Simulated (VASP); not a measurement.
Set up this calculation in VASP 6.6.1, as the native input.

```yaml
Task: single point
Functional: PBE
Potentials_or_basis: VASP PAW PBE potentials, release 64 (O, H, C)
Cutoff: 520 eV
k_mesh: 1 × 1 × 1
Occupations: fermi-dirac, width 0.02 eV
Spin: no spin polarisation
Dipole_correction: no
Further_INCAR_settings: LREAL = Auto; ALGO = Normal; EDIFF = 1e-06; NBANDS = 50
```

The structure of H14CO8 lies in POSCAR:

```
H14CO8
1.0
    6.0248970000      0.0000000000      0.0000000000
    0.0000000000      6.0248970000      0.0000000000
    0.0000000000      0.0000000000      6.0248970000
O H C
8 14 1
Direct
    0.4877759736      1.0028719163      0.7186014964
    0.8710688332      0.1385583853      0.4567049030
    0.9805146876      0.3082376346      0.8851603604
    0.4452358273      0.1579944022      0.2576309603
    0.3146111875      0.6636462001     -0.0155521331
   -0.0465734103     -0.0610134912      1.0845662590
    0.5926740324      0.5457686663      0.5414532398
    0.8068685656      0.4888050368      0.2427427390
    0.6047738243      0.9682821134      0.6289734082
    0.3875750905      1.0684829965      0.6121432449
    0.9812781862      0.2459129177      0.4537338979
    0.9204970641      0.0392039897      0.3222959662
    0.9762988479      0.4689706729      0.8424708339
    0.9095757156      0.3228768890      1.0304408523
    0.6011887008      0.1516540449      0.2859467971
    0.4250861052      0.1117031544      0.1019270537
    0.3933179273      0.7875653310     -0.0804163125
    0.4073928567      0.5902009611      0.0909393140
   -0.0488639059      0.0381915243      0.9547217156
    0.0577437257     -0.1625090022      1.0530636457
    0.6645092854      0.4130859001      0.5664827133
    0.7031157545      0.7909844766      0.3706951339
    0.7037796663      0.6169234096      0.3755416898
```

The input as run:

INCAR

```
SYSTEM = H14CO8
ALGO = Normal ; EDIFF = 1E-6
ENCUT = 520 ; GGA = PE
ISIF = 2 ; ISMEAR = -1
LASPH = .TRUE. ; LCHARG = .FALSE.
LREAL = Auto ; LWAVE = .FALSE.
NBANDS = 50 ; NELM = 60
PREC = Accurate ; SIGMA = 0.02
```

KPOINTS

```
k-points
0
G
  1 1 1
  0 0 0
```

Potentials or basis: VASP PAW PBE potentials, release 64 (O, H, C).

Launch:

```bash
$ cat potpaw_PBE.64/O/POTCAR potpaw_PBE.64/H/POTCAR potpaw_PBE.64/C/POTCAR > POTCAR
$ mpirun -np 1 vasp_gam > vasp.out
```

It gave:

- Pressure: 6.7 GPa
- Largest force: 5.523 eV/Å

Caveat: the k points lie up to 1.04 Å⁻¹ apart.

Run time: 25 s on 1 thread of AMD EPYC 7R13 (shared host), peak memory 0.28 GiB.
